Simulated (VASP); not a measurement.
# SnPt3 (R-3m) in VASP: a series of runs

The runs below take SnPt3 through electric field gradients, with LDA.

All numbers are computed with VASP 6.6.1; they aren't measurements. Logs are shortened: lines on timing, memory, paths and dates and some standing lists are left out, and cuts for length are marked.

## 1. The cell of the first run

Symmetry: R-3m, No. 166, trigonal system. Conventional cell: a = 5.713 Å, b = 5.713 Å, c = 6.790 Å, α = 90.00°, β = 90.00°, γ = 120.00°. Sn (site symmetry -3m) has 12 Pt at 2.80 to 2.86 Å within 3.7 Å. Within 3.7 Å of Pt (site symmetry 2/m) lie 4 Sn at 2.80 to 2.86 Å and 8 Pt at 2.80 to 2.86 Å.

## 2. Electric field gradients, LDA (equal xy, yz and zx shear strains of -2 %)

Contents of INCAR:

```
ALGO     = Normal         # electronic algorithm
EDIFF    = 1E-8           # SCF threshold, eV
ENCUT    = 520            # plane-wave cutoff, eV
GGA      = CA             # functional
ISIF     = 2              # what is computed and relaxed
ISMEAR   = -1             # smearing method
LASPH    = True           # aspherical terms in the spheres
LCHARG   = False          # write CHGCAR
LEFG     = True         
LREAL    = False          # projectors in reciprocal space
LWAVE    = False          # write WAVECAR
NBANDS   = 30             # bands
NELM     = 60             # most SCF steps
PREC     = Accurate       # precision mode
SIGMA    = 0.05           # smearing width, eV
```

Contents of KPOINTS:

```
k-points
0
Gamma
  8 8 8
```

Contents of POSCAR:

```
SnPt3
1.0
    4.0000000000     -0.0400000000     -0.0400000000
   -0.0400000000      4.0000000000     -0.0400000000
   -0.0400000000     -0.0400000000      4.0000000000
Sn Pt
1 3
Direct
    0.0000000000      0.0000000000      0.0000000000
    0.0000000000      0.5000000000      0.5000000000
    0.5000000000      0.0000000000      0.5000000000
    0.5000000000      0.5000000000      0.0000000000
```

Potentials or basis: VASP PAW LDA potentials, release 64 (Sn_d, Pt).

The run is started by

```bash
$ cat potpaw_LDA.64/Sn_d/POTCAR potpaw_LDA.64/Pt/POTCAR > POTCAR
$ mpirun -np 1 vasp_std > vasp.out
```

OUTCAR:

```text
EDIFF = 1E-8
   ENCUT = 520
   GGA = CA
   ISIF = 2
   ISMEAR = -1
   LASPH = True
   LREAL = False
   NELM = 60
   PREC = Accurate

 ion  position               nearest neighbor table
   1  0.000  0.000  0.000-   2 2.80   3 2.80   4 2.80   2 2.80   3 2.80   4 2.80   4 2.86   2 2.86
                             3 2.86   4 2.86   3 2.86   2 2.86
   2  0.000  0.500  0.500-   1 2.80   3 2.80   4 2.80   1 2.80   4 2.80   3 2.80   3 2.86   1 2.86
                             3 2.86   4 2.86   4 2.86   1 2.86
   3  0.500  0.000  0.500-   1 2.80   2 2.80   4 2.80   4 2.80   1 2.80   2 2.80   4 2.86   1 2.86
                             1 2.86   2 2.86   4 2.86   2 2.86
   4  0.500  0.500  0.000-   1 2.80   2 2.80   3 2.80   3 2.80   2 2.80   1 2.80   3 2.86   2 2.86
                             1 2.86   2 2.86   3 2.86   1 2.86

  LATTYP: Found a trigonal (rhomboedric) cell.
 ALAT       =     4.0003999800
 COS(alpha) =    -0.0198960208

  Lattice vectors:

 A1 = (   4.0000000000,  -0.0400000000,  -0.0400000000)
 A2 = (  -0.0400000000,   4.0000000000,  -0.0400000000)
 A3 = (  -0.0400000000,  -0.0400000000,   4.0000000000)

Analysis of symmetry for initial positions (statically):
=====================================================================
 Subroutine PRICEL returns:
 Original cell was already a primitive cell.

 Routine SETGRP: Setting up the symmetry group for a
 trigonal (rhombohedral) supercell.

 Subroutine GETGRP returns: Found 12 space group operations
 (whereof 12 operations were pure point group operations)
 out of a pool of 12 trial point group operations.

The static configuration has the point symmetry D_3d.

Analysis of symmetry for dynamics (positions and initial velocities):
=====================================================================
 Subroutine PRICEL returns:
 Original cell was already a primitive cell.

 Routine SETGRP: Setting up the symmetry group for a
 trigonal (rhombohedral) supercell.

 Subroutine GETGRP returns: Found 12 space group operations
 (whereof 12 operations were pure point group operations)
 out of a pool of 12 trial point group operations.

The dynamic configuration has the point symmetry D_3d.

 Subroutine INISYM returns: Found 12 space group operations
 (whereof 12 operations are pure point group operations),
 and found     1 'primitive' translations

----------------------------------------------------------------------------------------

                                     Primitive cell

  volume of cell :      63.9807

  direct lattice vectors                    reciprocal lattice vectors
     4.000000000 -0.040000000 -0.040000000     0.250050515  0.002525763  0.002525763
    -0.040000000  4.000000000 -0.040000000     0.002525763  0.250050515  0.002525763
    -0.040000000 -0.040000000  4.000000000     0.002525763  0.002525763  0.250050515

  length of vectors
     4.000399980  4.000399980  4.000399980     0.250076027  0.250076027  0.250076027

  position of ions in fractional coordinates (direct lattice)
     0.000000000  0.000000000  0.000000000
     0.000000000  0.500000000  0.500000000
     0.500000000  0.000000000  0.500000000
     0.500000000  0.500000000  0.000000000

  ion indices of the primitive-cell ions
   primitive index   ion index
                 1           1
                 2           2
                 3           3
                 4           4

----------------------------------------------------------------------------------------

 KPOINTS: k-points

Automatic generation of k-mesh.
 Grid dimensions read from file:
 generate k-points for:    8    8    8

 Generating k-lattice:

  Cartesian coordinates                     Fractional coordinates (reciprocal lattice)
     0.031256314  0.000315720  0.000315720     0.125000000  0.000000000  0.000000000
     0.000315720  0.031256314  0.000315720     0.000000000  0.125000000  0.000000000
[... 47 lines left out ...]
   NGXF,Y,Z  is equivalent  to a cutoff of  24.93, 24.93, 24.93 a.u.
 SYSTEM =  unknown system
   PREC   = accura    normal or accurate (medium, high low for compatibility)
   ISTART =      0    job   : 0-new  1-cont  2-samecut
   ICHARG =      2    charge: 1-file 2-atom 10-const
   ISPIN  =      1    spin polarized calculation?
   LNONCOLLINEAR =      F non collinear calculations
   LSORBIT =      F    spin-orbit coupling
   LASPH  =      T    aspherical Exc in radial PAW
   ENCUT  =  520.0 eV  38.22 Ry    6.18 a.u.   7.44  7.44  7.44*2*pi/ulx,y,z
   NELM   =     60;   NELMIN=  2; NELMDL= -5     # of ELM steps
   EDIFF  = 0.1E-07   stopping-criterion for ELM
   LREAL  =      F    real-space projection
   EDIFFG = 0.1E-06   stopping-criterion for IOM
   NSW    =      0    number of steps for IOM
   IBRION =     -1    ionic relax: 0-MD 1-quasi-New 2-CG
   NFREE  =      0    steps in history (QN), initial steepest desc. (CG)
   ISIF   =      2    stress and relaxation
   ISYM   =      2    0-nonsym 1-usesym 2-fastsym
   POTIM  = 0.5000    time-step for ionic-motion
   TEBEG  =    0.0;   TEEND  =   0.0 temperature during run
   PSTRESS=    0.0 pullay stress
   NELECT =      44.0000    total number of electrons
   NUPDOWN=      -1.0000    fix difference up-down
   EMIN   =  10.00;   EMAX   =-10.00  energy-range for DOS
   EFERMI =   0.00;   METHOD = LEGACY
   ISMEAR =    -1;   SIGMA  =   0.05  broadening in eV -4-tet -1-fermi 0-gaus
   EFERMI_NEDOS =   21; number of points for ismear=-14 and -15
   IALGO  =     38    algorithm
   IMIX   =      4    mixing-type and parameters
     AMIX     =   0.40;   BMIX     =  1.00
     AMIX_MAG =   1.60;   BMIX_MAG =  1.00
  volume/ion in A,a.u.               =      16.00       107.94
  Fermi-wavevector in a.u.,A,eV,Ry     =   1.445028  2.730706 28.410388  2.088105
  Thomas-Fermi vector in A             =   2.563256
   LORBIT       =      0    0 simple, 1 ext, 2 COOP (PROOUT), +10 PAW based schemes
   GGA     = CA    functional components
   LHFCALC =     F    Hartree Fock is set to
   AEXX    =    0.0000 exact exchange contribution
   IVDW    =     0    specifies the selected vdW correction
   LEPSILON=     F    determine dielectric tensor
   LRPA    =     F    only Hartree local field effects (RPA)
 non-spin polarized calculation
  energy-cutoff  :      520.00
  volume of cell :       63.98
 maximum number of plane-waves:      1755
 NGX is ok and might be reduce to    30
   NGX = 15   NGY = 15   NGZ = 15

 number of electron      44.0000021 magnetization

 Free energy of the ion-electron system (eV)
  ---------------------------------------------------
  ext. energy  EPLUGINS =         0.00000000
  ---------------------------------------------------
  free energy    TOTEN  =       -28.56461598 eV

  energy without entropy =      -28.55534171  energy(sigma->0) =      -28.55997884

 E-fermi :  11.8133     XC(G=0): -13.3304

 val. band max:       11.8016595382   @ k =  -0.3750   0.3750   0.3750
 cond. band min:      11.8277207583   @ k =   0.5000   0.3750   0.3750
 fundamental gap:      0.0260612201
 Fermi energy:        11.8132948419

 k-point     1 :       0.0000    0.0000    0.0000
  band No.  band energies     occupation
      1     -10.0734      2.00000
      2     -10.0734      2.00000
      3     -10.0596      2.00000
      4     -10.0596      2.00000
      5     -10.0529      2.00000
      6      -0.2478      2.00000
[... 781 lines left out ...]
     29      20.7632      0.00000
     30      21.2026      0.00000

 [... further k-points ...]

------------------------ aborting loop because EDIFF is reached ----------------------------------------

  FORCE on cell =-STRESS in cart. coord.  units (eV):
  Direction    XX          YY          ZZ          XY          YZ          ZX
  --------------------------------------------------------------------------------------
  -------------------------------------------------------------------------------------
  Total       -1.0294425     -1.0294425     -1.0294425      0.5928878      0.5928878      0.5928878
  in kB      -25.7788696    -25.7788696    -25.7788696     14.8468485     14.8468485     14.8468485
  external PRESSURE =     -25.7788696 kB  Pullay stress =       0.0000000 kB

 VOLUME and BASIS-vectors are now :
 -----------------------------------------------------------------------------
  energy-cutoff  :      520.00
  volume of cell :       63.98
      direct lattice vectors                 reciprocal lattice vectors
     4.000000000 -0.040000000 -0.040000000     0.250050515  0.002525763  0.002525763
    -0.040000000  4.000000000 -0.040000000     0.002525763  0.250050515  0.002525763
    -0.040000000 -0.040000000  4.000000000     0.002525763  0.002525763  0.250050515

 POSITION                                       TOTAL-FORCE (eV/Angst)
 -----------------------------------------------------------------------------------
      0.00000      0.00000      0.00000        -0.000000      0.000000      0.000000
     -0.04000      1.98000      1.98000         0.000000      0.000000     -0.000000
      1.98000     -0.04000      1.98000         0.000000     -0.000000      0.000000
      1.98000      1.98000     -0.04000        -0.000000      0.000000      0.000000
 -----------------------------------------------------------------------------------
    total drift:                                0.000000      0.000000     -0.000000

  FREE ENERGIE OF THE ION-ELECTRON SYSTEM (eV)
  ---------------------------------------------------
  free  energy   TOTEN  =       -28.5646159816 eV

  energy  without entropy=      -28.5553417082  energy(sigma->0) =      -28.55997884

 Electric field gradients (V/A^2)
---------------------------------------------------------------------
 ion       V_xx      V_yy      V_zz      V_xy      V_xz      V_yz
---------------------------------------------------------------------
   1       0.000     0.000    -0.000   -15.001   -15.001   -15.001
   2    -144.902    72.451    72.451   -27.657   -27.657    -7.167
   3      72.451  -144.902    72.451   -27.657    -7.167   -27.657
   4      72.451    72.451  -144.902    -7.167   -27.657   -27.657
---------------------------------------------------------------------

 Electric field gradients after diagonalization (V/A^2)
 (convention: |V_zz| > |V_xx| > |V_yy|)
----------------------------------------------------------------------
 ion       V_xx      V_yy      V_zz     asymmetry (V_yy - V_xx)/ V_zz
----------------------------------------------------------------------
   1      15.001    15.001   -30.003       0.000
   2      79.618    72.326  -151.944       0.048
   3      79.618    72.326  -151.944       0.048
   4      79.618    72.326  -151.944       0.048
----------------------------------------------------------------------

           NMR quadrupolar parameters

 Cq : quadrupolar parameter    Cq=e*Q*V_zz/h
 eta: asymmetry parameters     (V_yy - V_xx)/ V_zz
 Q  : nuclear electric quadrupole moment in mb (millibarn)
----------------------------------------------------------------------
 ion       Cq(MHz)       eta       Q (mb)
----------------------------------------------------------------------
   1      -0.073       0.000       1.000
   2      -0.367       0.048       1.000
   3      -0.367       0.048       1.000
   4      -0.367       0.048       1.000
----------------------------------------------------------------------
```

Run time: 3.1 min. Hardware: 1 thread of Intel Xeon Platinum 8488C (Sapphire Rapids), shared host; peak memory 0.22 GiB.

Results:

```yaml
Free_energy: -28.5646 eV
Pressure: -2.6 GPa
Band_gap_on_the_k_mesh: zero (band 22 reaches 11.95 eV, above the bottom of band 23 at 11.56 eV)
```

Stress tensor (GPa, compression positive):
```
-2.58  1.48  1.48
 1.48 -2.58  1.48
 1.48  1.48 -2.58
```

Levels at points of the mesh, in eV from the Fermi level:
```csv
k point,band 20,band 21,band 22,band 23,band 24,band 25
"(0.00, 0.00, 0.00)",-1.23,-0.42,0.12,0.12,0.18,2.91
"(0.50, 0.00, 0.00)",-2.37,-1.12,0.14,1.79,3.83,3.97
"(0.50, 0.50, 0.00)",-2.11,-1.91,-1.56,0.77,1.07,5.10
"(0.50, 0.50, 0.50)",-2.09,-0.73,-0.46,-0.25,-0.25,0.89
```

Electric field gradients, principal values (V/Å²):
```tsv
atom	least	middle	greatest (by size)
1 Sn	15.001	15.001	-30.003
2 Pt	72.326	79.618	-151.944
3 Pt	72.326	79.618	-151.944
4 Pt	72.326	79.618	-151.944
```

Caveat: the cell differs from its parent crystal (equal xy, yz and zx shear strains of -2 %); without QUAD_EFG the Cq values of the log hold for a quadrupole moment of 1 mb, not for the nuclei; spin-orbit coupling is left out, which moves the levels of the heavy elements.

(Part 1 of 2 ends here.)
